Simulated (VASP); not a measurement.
# Mn (Im-3m) in VASP: notebook

Mn is run at these levels: PBEsol; tasks: single point.

Everything below comes from runs of VASP 6.6.1. Logs are shortened: lines on timing, memory, paths and dates and some standing lists are left out, and cuts for length are marked.

### 1 The cell of the first run

It takes space group Im-3m (No. 229, cubic). The conventional cell has a = 2.720 Å, b = 2.720 Å, c = 2.720 Å, α = 90.00°, β = 90.00°, γ = 90.00°. Mn (site symmetry m-3m) has 14 Mn at 2.36 to 2.72 Å within 3.1 Å.

This isn't the form of Mn at room conditions, which is a 58-atom cubic cell.

### 2 Single point, PBEsol, collinear spin, ferromagnetic start (10.06 Å³/atom)

Input file INCAR:

```
SYSTEM = Mn
  PREC = Accurate
  ENCUT = 520
  EDIFF = 1E-6
  ISMEAR = -1
  SIGMA = 0.05
  LREAL = .False.
  LASPH = .True.
  NELM = 150
  ALGO = Normal
  ISIF = 2
  LWAVE = .False.
  LCHARG = .False.
  ISPIN = 2
  MAGMOM = -0.6
  LORBIT = 11
  LMAXMIX = 4
  GGA = PS
  NBANDS = 16
```

Input file KPOINTS:

```
regular mesh
0
Gamma
  18 18 18
  0 0 0
```

Input file POSCAR:

```
Mn
1.0
   -1.3598276551      1.3598276551      1.3598276551
    1.3598276551     -1.3598276551      1.3598276551
    1.3598276551      1.3598276551     -1.3598276551
Mn
1
Direct
    0.0000000000      0.0000000000      0.0000000000
```

Potentials or basis: VASP PAW PBE potentials, release 64 (Mn_pv).

Started as:

```
cat potpaw_PBE.64/Mn_pv/POTCAR > POTCAR
mpirun -np 1 vasp_std > vasp.out
```

OUTCAR:

```text
SYSTEM = Mn
   PREC = Accurate
   ENCUT = 520
   EDIFF = 1E-6
   ISMEAR = -1
   LREAL = .False.
   LASPH = .True.
   NELM = 150
   ISIF = 2
   ISPIN = 2
   LORBIT = 11
   GGA = PS

 ion  position               nearest neighbor table
   1  0.000  0.000  0.000-

  LATTYP: Found a body centered cubic cell.
 ALAT       =     2.7196553102

  Lattice vectors:

 A1 = (  -1.3598276551,   1.3598276551,   1.3598276551)
 A2 = (   1.3598276551,  -1.3598276551,   1.3598276551)
 A3 = (   1.3598276551,   1.3598276551,  -1.3598276551)

Analysis of symmetry for initial positions (statically):
=====================================================================
 Subroutine PRICEL returns:
 Original cell was already a primitive cell.

 Routine SETGRP: Setting up the symmetry group for a
 body centered cubic supercell.

 Subroutine GETGRP returns: Found 48 space group operations
 (whereof 48 operations were pure point group operations)
 out of a pool of 48 trial point group operations.

The static configuration has the point symmetry O_h .

Analysis of symmetry for dynamics (positions and initial velocities):
=====================================================================
 Subroutine PRICEL returns:
 Original cell was already a primitive cell.

 Routine SETGRP: Setting up the symmetry group for a
 body centered cubic supercell.

 Subroutine GETGRP returns: Found 48 space group operations
 (whereof 48 operations were pure point group operations)
 out of a pool of 48 trial point group operations.

The dynamic configuration has the point symmetry O_h .

Analysis of structural, dynamic, and magnetic symmetry:
=====================================================================
 Subroutine PRICEL returns:
 Original cell was already a primitive cell.

 Routine SETGRP: Setting up the symmetry group for a
 body centered cubic supercell.

 Subroutine GETGRP returns: Found 48 space group operations
 (whereof 48 operations were pure point group operations)
 out of a pool of 48 trial point group operations.

The overall configuration has the point symmetry O_h .

 Subroutine INISYM returns: Found 48 space group operations
 (whereof 48 operations are pure point group operations),
 and found     1 'primitive' translations

----------------------------------------------------------------------------------------

                                     Primitive cell

  volume of cell :      10.0580

  direct lattice vectors                    reciprocal lattice vectors
    -1.359827655  1.359827655  1.359827655     0.000000000  0.367693655  0.367693655
     1.359827655 -1.359827655  1.359827655     0.367693655  0.000000000  0.367693655
     1.359827655  1.359827655 -1.359827655     0.367693655  0.367693655  0.000000000

  length of vectors
     2.355290588  2.355290588  2.355290588     0.519997353  0.519997353  0.519997353

  position of ions in fractional coordinates (direct lattice)
     0.000000000  0.000000000  0.000000000

  ion indices of the primitive-cell ions
   primitive index   ion index
                 1           1

----------------------------------------------------------------------------------------

 KPOINTS: regular mesh

Automatic generation of k-mesh.
 Grid dimensions read from file:
 generate k-points for:   18   18   18

 Generating k-lattice:

  Cartesian coordinates                     Fractional coordinates (reciprocal lattice)
     0.000000000  0.020427425  0.020427425     0.055555556  0.000000000  0.000000000
     0.020427425  0.000000000  0.020427425     0.000000000  0.055555556  0.000000000
     0.020427425  0.020427425  0.000000000     0.000000000  0.000000000  0.055555556

  Length of vectors
     0.028888742  0.028888742  0.028888742

  Shift w.r.t. Gamma in fractional coordinates (k-lattice)
     0.000000000  0.000000000  0.000000000

 Subroutine IBZKPT returns following result:
 ===========================================

 Found    195 irreducible k-points:

 Following reciprocal coordinates:
            Coordinates               Weight
  0.000000  0.000000  0.000000      1.000000
  0.055556  0.000000  0.000000     12.000000
  0.111111  0.000000  0.000000     12.000000
  0.166667  0.000000  0.000000     12.000000
  0.222222  0.000000  0.000000     12.000000
  0.277778  0.000000  0.000000     12.000000
[... 16 lines left out ...]
  0.333333  0.111111  0.000000     48.000000
  0.388889  0.111111  0.000000     48.000000
 [... further k-points ...]
   k-points           NKPTS =    195   k-points in BZ     NKDIM =    195   number of bands    NBANDS=     16
   number of dos      NEDOS =    301   number of ions     NIONS =      1
   total plane-waves  NPLWV =   5832
   dimension x,y,z NGX =    18 NGY =   18 NGZ =   18
   dimension x,y,z NGXF=    36 NGYF=   36 NGZF=   36
   ions per type =               1
   NGX,Y,Z   is equivalent  to a cutoff of  12.71, 12.71, 12.71 a.u.
   NGXF,Y,Z  is equivalent  to a cutoff of  25.41, 25.41, 25.41 a.u.
 SYSTEM =  Mn
   PREC   = accura    normal or accurate (medium, high low for compatibility)
   ISTART =      0    job   : 0-new  1-cont  2-samecut
   ICHARG =      2    charge: 1-file 2-atom 10-const
   ISPIN  =      2    spin polarized calculation?
   LNONCOLLINEAR =      F non collinear calculations
   LSORBIT =      F    spin-orbit coupling
   LASPH  =      T    aspherical Exc in radial PAW
   ENCUT  =  520.0 eV  38.22 Ry    6.18 a.u.   4.38  4.38  4.38*2*pi/ulx,y,z
   NELM   =    150;   NELMIN=  2; NELMDL= -5     # of ELM steps
   EDIFF  = 0.1E-05   stopping-criterion for ELM
   LREAL  =      F    real-space projection
   EDIFFG = 0.1E-04   stopping-criterion for IOM
   NSW    =      0    number of steps for IOM
   IBRION =     -1    ionic relax: 0-MD 1-quasi-New 2-CG
   NFREE  =      0    steps in history (QN), initial steepest desc. (CG)
   ISIF   =      2    stress and relaxation
   ISYM   =      2    0-nonsym 1-usesym 2-fastsym
   POTIM  = 0.5000    time-step for ionic-motion
   TEBEG  =    0.0;   TEEND  =   0.0 temperature during run
   PSTRESS=    0.0 pullay stress
   NELECT =      13.0000    total number of electrons
   NUPDOWN=      -1.0000    fix difference up-down
   EMIN   =  10.00;   EMAX   =-10.00  energy-range for DOS
   EFERMI =   0.00;   METHOD = LEGACY
   ISMEAR =    -1;   SIGMA  =   0.05  broadening in eV -4-tet -1-fermi 0-gaus
   EFERMI_NEDOS =   21; number of points for ismear=-14 and -15
   IALGO  =     38    algorithm
   IMIX   =      4    mixing-type and parameters
     AMIX     =   0.40;   BMIX     =  1.00
     AMIX_MAG =   1.60;   BMIX_MAG =  1.00
  volume/ion in A,a.u.               =      10.06        67.87
  Fermi-wavevector in a.u.,A,eV,Ry     =   1.783277  3.369904 43.267561  3.180076
  Thomas-Fermi vector in A             =   2.847497
   LORBIT       =     11    0 simple, 1 ext, 2 COOP (PROOUT), +10 PAW based schemes
   GGA     = PS    functional components
   LHFCALC =     F    Hartree Fock is set to
   AEXX    =    0.0000 exact exchange contribution
   IVDW    =     0    specifies the selected vdW correction
   LEPSILON=     F    determine dielectric tensor
   LRPA    =     F    only Hartree local field effects (RPA)
 spin polarized calculation
  energy-cutoff  :      520.00
  volume of cell :       10.06
 maximum number of plane-waves:       281
 NGX is ok and might be reduce to    18
   NGX =  9   NGY =  9   NGZ =  9

 number of electron      12.9999994 magnetization      -0.4780560

 Free energy of the ion-electron system (eV)
  ---------------------------------------------------
  ext. energy  EPLUGINS =         0.00000000
  ---------------------------------------------------
  free energy    TOTEN  =        -9.58572057 eV

  energy without entropy =       -9.57000224  energy(sigma->0) =       -9.57786140

 E-fermi :  11.6647     XC(G=0): -14.5988

 val. band max:       11.6616217562   @ k =  -0.4444  -0.4444   0.3333
 cond. band min:      11.6661100340   @ k =   0.3333   0.0556   0.0000
 fundamental gap:      0.0044882778
 Fermi energy:        11.6646701679

 spin component 1

 k-point     1 :       0.0000    0.0000    0.0000
  band No.  band energies     occupation
      1     -35.8639      1.00000
      2     -35.8639      1.00000
      3     -35.8639      1.00000
      4       2.7308      1.00000
      5      10.1561      1.00000
      6      10.1561      1.00000
[... 8 lines left out ...]
     15      43.9769      0.00000
     16      48.9361      0.00000

 k-point     2 :       0.0556    0.0000    0.0000
  band No.  band energies     occupation
      1     -35.8943      1.00000
      2     -35.8732      1.00000
      3     -35.8641      1.00000
      4       2.8779      1.00000
      5      10.1009      1.00000
      6      10.1478      1.00000
[... 8 lines left out ...]
     15      44.3449      0.00000
     16      47.1823      0.00000
[... 387 lines left out ...]
      5       8.7318      1.00000
      6      10.2989      1.00000
[... 8 lines left out ...]
     15      44.4834      0.00000
     16      46.2270      0.00000

 k-point    24 :       0.3889    0.1111    0.0000
  band No.  band energies     occupation
      1     -36.7659      1.00000
      2     -36.1931      1.00000
      3     -35.9108      1.00000
      4       6.7767      1.00000
      5       8.6197      1.00000
      6      10.8364      1.00000
[... 8 lines left out ...]
     15      44.8726      0.00000
     16      45.9800      0.00000

 [... further k-points ...]

 spin component 2

 k-point     1 :       0.0000    0.0000    0.0000
  band No.  band energies     occupation
      1     -36.3967      1.00000
      2     -36.3967      1.00000
      3     -36.3967      1.00000
      4       2.6283      1.00000
      5       9.7472      1.00000
      6       9.7472      1.00000
[... 8 lines left out ...]
     15      43.8663      0.00000
     16      48.7468      0.00000

 k-point     2 :       0.0556    0.0000    0.0000
  band No.  band energies     occupation
      1     -36.4265      1.00000
      2     -36.4059      1.00000
      3     -36.3969      1.00000
      4       2.7751      1.00000
      5       9.6937      1.00000
      6       9.7400      1.00000
[... 8 lines left out ...]
     15      44.2347      0.00000
     16      46.9711      0.00000
[... 387 lines left out ...]
      5       8.3653      1.00000
      6      10.0223      1.00000
[... 8 lines left out ...]
     15      44.3402      0.00000
     16      46.0437      0.00000

 k-point    24 :       0.3889    0.1111    0.0000
  band No.  band energies     occupation
      1     -37.2829      1.00000
      2     -36.7208      1.00000
      3     -36.4427      1.00000
      4       6.4880      1.00000
      5       8.2563      1.00000
      6      10.5446      1.00000
[... 8 lines left out ...]
     15      44.7293      0.00000
     16      45.7906      0.00000

 [... further k-points ...]
[... 5 lines left out ...]
  --------------------------------------------------------------------------------------
  -------------------------------------------------------------------------------------
  Total        0.7561812      0.7561812      0.7561812      0.0000000      0.0000000      0.0000000
  in kB      120.4550126    120.4550126    120.4550126      0.0000000      0.0000000      0.0000000
  external PRESSURE =     120.4550126 kB  Pullay stress =       0.0000000 kB

 VOLUME and BASIS-vectors are now :
 -----------------------------------------------------------------------------
  energy-cutoff  :      520.00
  volume of cell :       10.06
      direct lattice vectors                 reciprocal lattice vectors
    -1.359827655  1.359827655  1.359827655     0.000000000  0.367693655  0.367693655
     1.359827655 -1.359827655  1.359827655     0.367693655  0.000000000  0.367693655
     1.359827655  1.359827655 -1.359827655     0.367693655  0.367693655  0.000000000

 POSITION                                       TOTAL-FORCE (eV/Angst)
 -----------------------------------------------------------------------------------
      0.00000      0.00000      0.00000         0.000000     -0.000000      0.000000
 -----------------------------------------------------------------------------------
    total drift:                                0.000000      0.000000      0.000000

  FREE ENERGIE OF THE ION-ELECTRON SYSTEM (eV)
  ---------------------------------------------------
  free  energy   TOTEN  =        -9.5857205685 eV

  energy  without entropy=       -9.5700022405  energy(sigma->0) =       -9.57786140

 total charge

# of ion       s       p       d       tot
------------------------------------------
    1        0.447   6.462   5.214  12.123

 magnetization (x)

# of ion       s       p       d       tot
------------------------------------------
    1        0.002   0.005  -0.479  -0.472
```

Wall time 27 s (1 thread of Intel Xeon 6975P-C (Granite Rapids), shared host); peak memory 0.16 GiB.

What came out:

* Free energy: -9.5857 eV
* Pressure: 12.0 GPa
* Net moment: -0.48 μB per cell
* Site moments: Mn -0.47 μB
* Valence electrons inside the program's atomic spheres: Mn 12.12

Levels at points of the mesh, in eV from the Fermi level:
Spin up:
```tsv
k point	band 3	band 4	band 5	band 6	band 7	band 8	band 9	band 10
(0.00, 0.00, 0.00)	-47.53	-8.93	-1.51	-1.51	-1.51	0.66	0.66	24.29
(0.50, 0.00, 0.00)	-47.53	-5.23	-3.14	0.66	0.80	1.01	2.43	10.23
(0.50, 0.50, 0.50)	-48.19	-5.10	-5.10	2.02	2.02	2.02	11.22	11.22
```
Spin down:
| k point | band 4 | band 5 | band 6 | band 7 | band 8 | band 9 | band 10 | band 11 |
| --- | --- | --- | --- | --- | --- | --- | --- | --- |
| (0.00, 0.00, 0.00) | -9.04 | -1.92 | -1.92 | -1.92 | 0.10 | 0.10 | 24.25 | 24.25 |
| (0.50, 0.00, 0.00) | -5.52 | -3.51 | 0.14 | 0.44 | 0.70 | 1.95 | 9.91 | 18.41 |
| (0.50, 0.50, 0.50) | -5.48 | -5.47 | 1.55 | 1.55 | 1.55 | 11.10 | 11.10 | 11.10 |

Caveat: the cell stands under pressure; the PAW data sets were made with another functional, which shifts forces and pressure a little.

### 3 Single point, PBEsol, collinear spin, ferromagnetic start (10.90 Å³/atom)

This run uses another cell than the first one, of 10.90 Å³/atom.

Input file INCAR:

```
PREC = Accurate ; ENCUT = 520
EDIFF = 1E-6 ; ISMEAR = -1
SIGMA = 0.05 ; LREAL = False
LASPH = True ; NELM = 150
ALGO = Normal ; ISIF = 2
LWAVE = False ; LCHARG = False
ISPIN = 2 ; MAGMOM = -0.6
LORBIT = 11 ; LMAXMIX = 4
GGA = PS ; NBANDS = 16
```

Input file KPOINTS:

```
regular mesh
0
Gamma
  18 18 18
```

Input file POSCAR:

```
Mn
1.0
   -1.3965974284      1.3965974284      1.3965974284
    1.3965974284     -1.3965974284      1.3965974284
    1.3965974284      1.3965974284     -1.3965974284
Mn
1
Direct
    0.0000000000      0.0000000000      0.0000000000
```

Potentials or basis: VASP PAW PBE potentials, release 64 (Mn_pv).

Started as:

```
cat potpaw_PBE.64/Mn_pv/POTCAR > POTCAR
mpirun -np 1 vasp_std > vasp.out
```

OUTCAR:

```text
PREC = Accurate
   ENCUT = 520
   EDIFF = 1E-6
   ISMEAR = -1
   LREAL = False
   LASPH = True
   NELM = 150
   ISIF = 2
   ISPIN = 2
   LORBIT = 11
   GGA = PS

 ion  position               nearest neighbor table
   1  0.000  0.000  0.000-

  LATTYP: Found a body centered cubic cell.
 ALAT       =     2.7931948568

  Lattice vectors:

 A1 = (  -1.3965974284,   1.3965974284,   1.3965974284)
 A2 = (   1.3965974284,  -1.3965974284,   1.3965974284)
 A3 = (   1.3965974284,   1.3965974284,  -1.3965974284)

Analysis of symmetry for initial positions (statically):
=====================================================================
 Subroutine PRICEL returns:
 Original cell was already a primitive cell.

 Routine SETGRP: Setting up the symmetry group for a
 body centered cubic supercell.

 Subroutine GETGRP returns: Found 48 space group operations
 (whereof 48 operations were pure point group operations)
 out of a pool of 48 trial point group operations.

The static configuration has the point symmetry O_h .

Analysis of symmetry for dynamics (positions and initial velocities):
[... 182 lines left out ...]
      1     -36.8731      1.00000
      2     -36.8731      1.00000
      3     -36.8731      1.00000
      4       1.9475      1.00000
      5       9.2953      1.00000
      6       9.2953      1.00000
[... 435 lines left out ...]
      5       7.9026      1.00000
      6       9.7782      1.00000
[... 8 lines left out ...]
     15      42.4567      0.00000
     16      43.4400      0.00000

 [... further k-points ...]

 spin component 2

 k-point     1 :       0.0000    0.0000    0.0000
  band No.  band energies     occupation
      1     -37.7530      1.00000
      2     -37.7530      1.00000
      3     -37.7530      1.00000
      4       1.7984      1.00000
      5       8.6263      1.00000
      6       8.6263      1.00000
[... 435 lines left out ...]
      5       7.3072      1.00000
      6       9.3144      1.00000
[... 8 lines left out ...]
     15      42.0472      0.00000
     16      43.0163      0.00000

 [... further k-points ...]
[... 5 lines left out ...]
  --------------------------------------------------------------------------------------
  -------------------------------------------------------------------------------------
  Total       -0.6708511     -0.6708511     -0.6708511      0.0000000      0.0000000      0.0000000
  in kB      -98.6422560    -98.6422560    -98.6422560      0.0000000      0.0000000      0.0000000
  external PRESSURE =     -98.6422560 kB  Pullay stress =       0.0000000 kB

 VOLUME and BASIS-vectors are now :
 -----------------------------------------------------------------------------
  energy-cutoff  :      520.00
  volume of cell :       10.90
      direct lattice vectors                 reciprocal lattice vectors
    -1.396597428  1.396597428  1.396597428     0.000000000  0.358012975  0.358012975
     1.396597428 -1.396597428  1.396597428     0.358012975  0.000000000  0.358012975
     1.396597428  1.396597428 -1.396597428     0.358012975  0.358012975  0.000000000

 POSITION                                       TOTAL-FORCE (eV/Angst)
 -----------------------------------------------------------------------------------
      0.00000      0.00000      0.00000         0.000000     -0.000000     -0.000000
 -----------------------------------------------------------------------------------
    total drift:                                0.000000      0.000000      0.000000

  FREE ENERGIE OF THE ION-ELECTRON SYSTEM (eV)
  ---------------------------------------------------
  free  energy   TOTEN  =        -9.5869794466 eV

  energy  without entropy=       -9.5697491812  energy(sigma->0) =       -9.57836431

 total charge

# of ion       s       p       d       tot
------------------------------------------
    1        0.415   6.404   5.137  11.955

 magnetization (x)

# of ion       s       p       d       tot
------------------------------------------
    1        0.004   0.010  -0.796  -0.782
```

OSZICAR:

```text
N       E                     dE             d eps       ncg     rms          rms(c)
DAV:   1     0.813429110195E+02    0.81343E+02   -0.68346E+03 12768   0.104E+03
DAV:   2    -0.961351642613E+01   -0.90956E+02   -0.86206E+02 13616   0.269E+02
DAV:   3    -0.114603208252E+02   -0.18468E+01   -0.18427E+01 14960   0.412E+01
DAV:   4    -0.114662663119E+02   -0.59455E-02   -0.59452E-02 15312   0.230E+00
DAV:   5    -0.114663009059E+02   -0.34594E-04   -0.34593E-04 14712   0.157E-01    0.142E+01
DAV:   6    -0.964229592106E+01    0.18240E+01   -0.28841E+00 14960   0.338E+01    0.228E+00
DAV:   7    -0.959408778209E+01    0.48208E-01   -0.12196E-01 13176   0.552E+00    0.106E+00
DAV:   8    -0.958475108431E+01    0.93367E-02   -0.35786E-03 15000   0.597E-01    0.813E-01
DAV:   9    -0.958502980868E+01   -0.27872E-03   -0.17419E-03 15904   0.518E-01    0.324E-01
DAV:  10    -0.958567803543E+01   -0.64823E-03   -0.22786E-04 13944   0.195E-01    0.273E-01
DAV:  11    -0.958694086345E+01   -0.12628E-02   -0.18430E-03 14176   0.481E-01    0.101E-01
DAV:  12    -0.958697796362E+01   -0.37100E-04   -0.61403E-05 13384   0.701E-02    0.604E-02
DAV:  13    -0.958695955252E+01    0.18411E-04   -0.66914E-05 13824   0.932E-02    0.312E-02
DAV:  14    -0.958697778992E+01   -0.18237E-04   -0.36441E-05 13880   0.668E-02    0.653E-03
DAV:  15    -0.958697929905E+01   -0.15091E-05   -0.36466E-07  7696   0.528E-03    0.173E-03
DAV:  16    -0.958697944661E+01   -0.14756E-06   -0.37729E-08  6272   0.188E-03
   1 F= -.95869794E+01 E0= -.95783643E+01  d E =-.172303E-01  mag=    -0.7873
```

It took 28 s on 1 thread of Intel Xeon 6975P-C (Granite Rapids), shared host; peak memory 0.16 GiB.

Results:

```yaml
Free_energy: -9.5870 eV
Pressure: -9.9 GPa
Net_moment: -0.79 μB per cell
Site_moments: Mn -0.78 μB
Valence_electrons_inside_the_program's_atomic_spheres: Mn 11.96
```

Caveat: the cell stands under tension; the PAW data sets were made with another functional, which shifts forces and pressure a little.

(Continued in part 2 of 2.)
